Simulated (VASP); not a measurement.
# B3C (Pm-3n) in VASP: notebook

B3C is run at these levels: PBE; tasks: single point.

Program: VASP 6.6.1. These are calculated values, not measurements. Logs are shortened: lines on timing, memory, paths and dates and some standing lists are left out, and cuts for length are marked.

### Step 1. The cell of the first run

Symmetry: Pm-3n, No. 223, cubic system. The conventional cell has a = 3.733 Å, b = 3.733 Å, c = 3.733 Å, α = 90.00°, β = 90.00°, γ = 90.00°. B (site symmetry -4m2) has 10 B at 1.87 to 2.29 Å and 4 C at 2.09 Å within 2.5 Å. C (site symmetry m-3) has 12 B at 2.09 Å within 2.8 Å.

### Step 2. Single point, PBE

Contents of INCAR:

```
SYSTEM = B3C
PREC     = Accurate       ! precision mode
ENCUT    = 520            ! plane-wave cutoff, eV
EDIFF    = 1E-7           ! SCF threshold, eV
ISMEAR   = 0              ! smearing method
SIGMA    = 0.1            ! smearing width, eV
LREAL    = .False.        ! projectors in reciprocal space
LASPH    = .True.         ! aspherical terms in the spheres
NELM     = 80             ! most SCF steps
ALGO     = Normal         ! electronic algorithm
ISIF     = 2              ! what is computed and relaxed
LWAVE    = .False.        ! write WAVECAR
LCHARG   = .False.        ! write CHGCAR
GGA      = PE             ! functional
NBANDS   = 23             ! bands
```

Contents of KPOINTS:

```
regular mesh
0
Gamma
  4 4 4
  0 0 0
```

Contents of POSCAR:

```
B3C
1.0
    3.7332755501      0.0000000000      0.0000000000
    0.0000000000      3.7332755501      0.0000000000
    0.0000000000      0.0000000000      3.7332755501
B C
6 2
Direct
    0.2500000000      0.5000000000      0.0000000000
    0.7500000000      0.5000000000      0.0000000000
    0.0000000000      0.2500000000      0.5000000000
    0.0000000000      0.7500000000      0.5000000000
    0.5000000000      0.0000000000      0.2500000000
    0.5000000000      0.0000000000      0.7500000000
    0.0000000000      0.0000000000      0.0000000000
    0.5000000000      0.5000000000      0.5000000000
```

Potentials or basis: VASP PAW PBE potentials, release 64 (B, C).

Started as:

```bash
cat potpaw_PBE.64/B/POTCAR potpaw_PBE.64/C/POTCAR > POTCAR
mpirun -np 1 vasp_std > vasp.out
```

OUTCAR:

```text
SYSTEM = B3C
   PREC = Accurate
   ENCUT = 520
   EDIFF = 1E-7
   ISMEAR = 0
   LREAL = .False.
   LASPH = .True.
   NELM = 80
   ISIF = 2
   GGA = PE

 ion  position               nearest neighbor table
   1  0.250  0.500  0.000-   2 1.87   2 1.87   8 2.09   8 2.09   7 2.09   7 2.09
   2  0.750  0.500  0.000-   1 1.87   1 1.87   8 2.09   8 2.09   7 2.09   7 2.09
   3  0.000  0.250  0.500-   4 1.87   4 1.87   8 2.09   7 2.09   7 2.09   8 2.09
   4  0.000  0.750  0.500-   3 1.87   3 1.87   8 2.09   7 2.09   7 2.09   8 2.09
   5  0.500  0.000  0.250-   6 1.87   6 1.87   8 2.09   7 2.09   8 2.09   7 2.09
   6  0.500  0.000  0.750-   5 1.87   5 1.87   8 2.09   7 2.09   8 2.09   7 2.09
   7  0.000  0.000  0.000-   1 2.09   2 2.09   3 2.09   4 2.09   5 2.09   6 2.09   3 2.09   4 2.09
                             1 2.09   2 2.09   5 2.09   6 2.09
   8  0.500  0.500  0.500-   1 2.09   2 2.09   3 2.09   4 2.09   5 2.09   6 2.09   1 2.09   2 2.09
                             5 2.09   6 2.09   3 2.09   4 2.09

  LATTYP: Found a simple cubic cell.
 ALAT       =     3.7332755501

  Lattice vectors:

 A1 = (   3.7332755501,   0.0000000000,   0.0000000000)
 A2 = (   0.0000000000,   3.7332755501,   0.0000000000)
 A3 = (   0.0000000000,   0.0000000000,   3.7332755501)

Analysis of symmetry for initial positions (statically):
=====================================================================
 Subroutine PRICEL returns:
 Original cell was already a primitive cell.

 Routine SETGRP: Setting up the symmetry group for a
 simple cubic supercell.

 Subroutine GETGRP returns: Found 48 space group operations
 (whereof 24 operations were pure point group operations)
 out of a pool of 48 trial point group operations.

The static configuration has the point symmetry T_h .
 The point group associated with its full space group is O_h .

Analysis of symmetry for dynamics (positions and initial velocities):
=====================================================================
 Subroutine PRICEL returns:
 Original cell was already a primitive cell.

 Routine SETGRP: Setting up the symmetry group for a
 simple cubic supercell.

 Subroutine GETGRP returns: Found 48 space group operations
 (whereof 24 operations were pure point group operations)
 out of a pool of 48 trial point group operations.

The dynamic configuration has the point symmetry T_h .
 The point group associated with its full space group is O_h .

 Subroutine INISYM returns: Found 48 space group operations
 (whereof 24 operations are pure point group operations),
 and found     1 'primitive' translations

----------------------------------------------------------------------------------------

                                     Primitive cell

  volume of cell :      52.0320

  direct lattice vectors                    reciprocal lattice vectors
     3.733275550  0.000000000  0.000000000     0.267861289  0.000000000  0.000000000
     0.000000000  3.733275550  0.000000000     0.000000000  0.267861289  0.000000000
     0.000000000  0.000000000  3.733275550     0.000000000  0.000000000  0.267861289

  length of vectors
     3.733275550  3.733275550  3.733275550     0.267861289  0.267861289  0.267861289

  position of ions in fractional coordinates (direct lattice)
     0.250000000  0.500000000  0.000000000
     0.750000000  0.500000000  0.000000000
     0.000000000  0.250000000  0.500000000
     0.000000000  0.750000000  0.500000000
     0.500000000  0.000000000  0.250000000
     0.500000000  0.000000000  0.750000000
     0.000000000  0.000000000  0.000000000
     0.500000000  0.500000000  0.500000000

  ion indices of the primitive-cell ions
   primitive index   ion index
                 1           1
                 2           2
                 3           3
                 4           4
                 5           5
                 6           6
                 7           7
                 8           8

----------------------------------------------------------------------------------------

 KPOINTS: regular mesh

Automatic generation of k-mesh.
 Grid dimensions read from file:
 generate k-points for:    4    4    4

 Generating k-lattice:

  Cartesian coordinates                     Fractional coordinates (reciprocal lattice)
     0.066965322  0.000000000  0.000000000     0.250000000  0.000000000  0.000000000
     0.000000000  0.066965322  0.000000000     0.000000000  0.250000000  0.000000000
     0.000000000  0.000000000  0.066965322     0.000000000  0.000000000  0.250000000

  Length of vectors
     0.066965322  0.066965322  0.066965322

  Shift w.r.t. Gamma in fractional coordinates (k-lattice)
     0.000000000  0.000000000  0.000000000

 Subroutine IBZKPT returns following result:
 ===========================================

 Found     10 irreducible k-points:

 Following reciprocal coordinates:
            Coordinates               Weight
  0.000000  0.000000  0.000000      1.000000
  0.250000  0.000000  0.000000      6.000000
  0.500000  0.000000  0.000000      3.000000
  0.250000  0.250000  0.000000     12.000000
  0.500000  0.250000  0.000000     12.000000
  0.500000  0.500000  0.000000      3.000000
  0.250000  0.250000  0.250000      8.000000
  0.500000  0.250000  0.250000     12.000000
  0.500000  0.500000  0.250000      6.000000
  0.500000  0.500000  0.500000      1.000000
   k-points           NKPTS =     10   k-points in BZ     NKDIM =     10   number of bands    NBANDS=     23
   number of dos      NEDOS =    301   number of ions     NIONS =      8
   total plane-waves  NPLWV =  21952
   dimension x,y,z NGX =    28 NGY =   28 NGZ =   28
   dimension x,y,z NGXF=    56 NGYF=   56 NGZF=   56
   ions per type =               6   2
   NGX,Y,Z   is equivalent  to a cutoff of  12.47, 12.47, 12.47 a.u.
   NGXF,Y,Z  is equivalent  to a cutoff of  24.94, 24.94, 24.94 a.u.
 SYSTEM =  B3C
   PREC   = accura    normal or accurate (medium, high low for compatibility)
   ISTART =      0    job   : 0-new  1-cont  2-samecut
   ICHARG =      2    charge: 1-file 2-atom 10-const
   ISPIN  =      1    spin polarized calculation?
   LNONCOLLINEAR =      F non collinear calculations
   LSORBIT =      F    spin-orbit coupling
   LASPH  =      T    aspherical Exc in radial PAW
   ENCUT  =  520.0 eV  38.22 Ry    6.18 a.u.   6.94  6.94  6.94*2*pi/ulx,y,z
   NELM   =     80;   NELMIN=  2; NELMDL= -5     # of ELM steps
   EDIFF  = 0.1E-06   stopping-criterion for ELM
   LREAL  =      F    real-space projection
   EDIFFG = 0.1E-05   stopping-criterion for IOM
   NSW    =      0    number of steps for IOM
   IBRION =     -1    ionic relax: 0-MD 1-quasi-New 2-CG
   NFREE  =      0    steps in history (QN), initial steepest desc. (CG)
   ISIF   =      2    stress and relaxation
   ISYM   =      2    0-nonsym 1-usesym 2-fastsym
   POTIM  = 0.5000    time-step for ionic-motion
   TEBEG  =    0.0;   TEEND  =   0.0 temperature during run
   PSTRESS=    0.0 pullay stress
   NELECT =      26.0000    total number of electrons
   NUPDOWN=      -1.0000    fix difference up-down
   EMIN   =  10.00;   EMAX   =-10.00  energy-range for DOS
   EFERMI =   0.00;   METHOD = LEGACY
   ISMEAR =     0;   SIGMA  =   0.10  broadening in eV -4-tet -1-fermi 0-gaus
   EFERMI_NEDOS =   21; number of points for ismear=-14 and -15
   IALGO  =     38    algorithm
   IMIX   =      4    mixing-type and parameters
     AMIX     =   0.40;   BMIX     =  1.00
     AMIX_MAG =   1.60;   BMIX_MAG =  1.00
  volume/ion in A,a.u.               =       6.50        43.89
  Fermi-wavevector in a.u.,A,eV,Ry     =   1.299100  2.454943 22.962018  1.687661
  Thomas-Fermi vector in A             =   2.430386
   LORBIT       =      0    0 simple, 1 ext, 2 COOP (PROOUT), +10 PAW based schemes
   GGA     = PE    functional components
   LHFCALC =     F    Hartree Fock is set to
   AEXX    =    0.0000 exact exchange contribution
   IVDW    =     0    specifies the selected vdW correction
   LEPSILON=     F    determine dielectric tensor
   LRPA    =     F    only Hartree local field effects (RPA)
 non-spin polarized calculation
 Gauss-broadening in eV      SIGMA  =   0.10
  energy-cutoff  :      520.00
  volume of cell :       52.03
 maximum number of plane-waves:      1420
 NGX is ok and might be reduce to    28
   NGX = 13   NGY = 13   NGZ = 13

 number of electron      25.9999999 magnetization

 Free energy of the ion-electron system (eV)
  ---------------------------------------------------
  ext. energy  EPLUGINS =         0.00000000
  ---------------------------------------------------
  free energy    TOTEN  =       -40.01680644 eV

  energy without entropy =      -40.00550651  energy(sigma->0) =      -40.01115648

 E-fermi :   9.5267     XC(G=0): -12.7502

 val. band max:        9.4889508120   @ k =   0.2500   0.0000   0.0000
 cond. band min:       9.5861400622   @ k =   0.0000   0.0000   0.0000
 fundamental gap:      0.0971892502
 Fermi energy:         9.5266808739

 k-point     1 :       0.0000    0.0000    0.0000
  band No.  band energies     occupation
      1      -9.4517      2.00000
      2      -2.8524      2.00000
      3      -0.6708      2.00000
      4      -0.6708      2.00000
      5      -0.6708      2.00000
      6       0.3893      2.00000
[... 15 lines left out ...]
     22      15.7457      0.00000
     23      15.7457      0.00000

 k-point     2 :       0.2500    0.0000    0.0000
  band No.  band energies     occupation
      1      -8.9130      2.00000
      2      -4.7852      2.00000
      3      -1.0899      2.00000
      4      -0.1440      2.00000
      5      -0.1440      2.00000
      6       0.6840      2.00000
[... 15 lines left out ...]
     22      14.4161      0.00000
     23      14.4161      0.00000

 k-point     3 :       0.5000    0.0000    0.0000
  band No.  band energies     occupation
      1      -7.3149      2.00000
      2      -7.3149      2.00000
      3       0.1066      2.00000
      4       0.1066      2.00000
      5       0.9585      2.00000
      6       0.9585      2.00000
[... 15 lines left out ...]
     22      14.2629      0.00000
     23      16.7909      0.00000

 k-point     4 :       0.2500    0.2500    0.0000
  band No.  band energies     occupation
      1      -8.3782      2.00000
      2      -4.7882      2.00000
      3      -3.2930      2.00000
      4       0.1797      2.00000
      5       0.2294      2.00000
      6       0.3807      2.00000
[... 15 lines left out ...]
     22      15.7259      0.00000
     23      16.5466      0.00000

 k-point     5 :       0.5000    0.2500    0.0000
  band No.  band energies     occupation
      1      -6.8099      2.00000
      2      -6.8068      2.00000
      3      -2.3743      2.00000
      4      -2.2542      2.00000
      5       0.9511      2.00000
      6       1.5186      2.00000
[... 15 lines left out ...]
     22      15.3330      0.00000
     23      15.8333      0.00000

 k-point     6 :       0.5000    0.5000    0.0000
  band No.  band energies     occupation
      1      -5.7798      2.00000
      2      -5.7798      2.00000
      3      -4.3838      2.00000
      4      -4.3035      2.00000
      5       1.6093      2.00000
      6       2.5759      2.00000
[... 15 lines left out ...]
     22      15.5475      0.00000
     23      17.1762      0.00000

 k-point     7 :       0.2500    0.2500    0.2500
  band No.  band energies     occupation
      1      -7.8475      2.00000
      2      -4.6562      2.00000
      3      -2.7720      2.00000
      4      -2.7720      2.00000
      5       0.1049      2.00000
      6       1.0867      2.00000
[... 15 lines left out ...]
     22      16.6555      0.00000
     23      16.6595      0.00000

 k-point     8 :       0.5000    0.2500    0.2500
  band No.  band energies     occupation
      1      -6.3065      2.00000
      2      -6.3065      2.00000
      3      -2.1902      2.00000
      4      -2.1902      2.00000
      5      -1.2355      2.00000
      6      -1.2355      2.00000
[... 15 lines left out ...]
     22      15.7895      0.00000
     23      16.6750      0.00000

 k-point     9 :       0.5000    0.5000    0.2500
  band No.  band energies     occupation
      1      -5.3066      2.00000
      2      -5.3066      2.00000
      3      -3.8533      2.00000
      4      -3.7814      2.00000
      5      -0.3801      2.00000
      6      -0.3801      2.00000
[... 15 lines left out ...]
     22      15.3013      0.00000
     23      15.6979      0.00000

 k-point    10 :       0.5000    0.5000    0.5000
  band No.  band energies     occupation
      1      -4.4763      2.00000
      2      -4.4763      2.00000
      3      -2.2622      2.00000
      4      -2.2622      2.00000
      5      -2.2622      2.00000
      6      -2.2622      2.00000
[... 15 lines left out ...]
     22      14.0139      0.00000
     23      14.2611      0.00000

------------------------ aborting loop because EDIFF is reached ----------------------------------------

  FORCE on cell =-STRESS in cart. coord.  units (eV):
  Direction    XX          YY          ZZ          XY          YZ          ZX
  --------------------------------------------------------------------------------------
  -------------------------------------------------------------------------------------
  Total       -0.0814890     -0.0814890     -0.0814890     -0.0000000     -0.0000000      0.0000000
  in kB       -2.5092253     -2.5092253     -2.5092253     -0.0000000     -0.0000000      0.0000000
  external PRESSURE =      -2.5092253 kB  Pullay stress =       0.0000000 kB

 VOLUME and BASIS-vectors are now :
 -----------------------------------------------------------------------------
  energy-cutoff  :      520.00
  volume of cell :       52.03
      direct lattice vectors                 reciprocal lattice vectors
     3.733275550  0.000000000  0.000000000     0.267861289  0.000000000  0.000000000
     0.000000000  3.733275550  0.000000000     0.000000000  0.267861289  0.000000000
     0.000000000  0.000000000  3.733275550     0.000000000  0.000000000  0.267861289

 POSITION                                       TOTAL-FORCE (eV/Angst)
 -----------------------------------------------------------------------------------
      0.93332      1.86664      0.00000        -0.000000     -0.000000     -0.000000
      2.79996      1.86664      0.00000         0.000000     -0.000000      0.000000
      0.00000      0.93332      1.86664         0.000000     -0.000000      0.000000
      0.00000      2.79996      1.86664         0.000000      0.000000     -0.000000
      1.86664      0.00000      0.93332        -0.000000      0.000000     -0.000000
      1.86664      0.00000      2.79996         0.000000      0.000000     -0.000000
      0.00000      0.00000      0.00000        -0.000000      0.000000     -0.000000
      1.86664      1.86664      1.86664        -0.000000      0.000000     -0.000000
 -----------------------------------------------------------------------------------
    total drift:                                0.000000      0.000000      0.000000

  FREE ENERGIE OF THE ION-ELECTRON SYSTEM (eV)
  ---------------------------------------------------
  free  energy   TOTEN  =       -40.0168064437 eV

  energy  without entropy=      -40.0055065090  energy(sigma->0) =      -40.01115648
```

It took 6.4 s on 1 thread of Intel Xeon Platinum 8559C (Emerald Rapids), shared host; peak memory 0.15 GiB.

What came out:

```
Free energy            : -40.0168 eV
Pressure               : -0.3 GPa
Band gap on the k mesh : zero (band 13 reaches 12.35 eV, above the bottom of band 14 at 9.15 eV)
```

Caveat: the k points lie up to 0.42 Å⁻¹ apart.

[end of part 1 of 2]
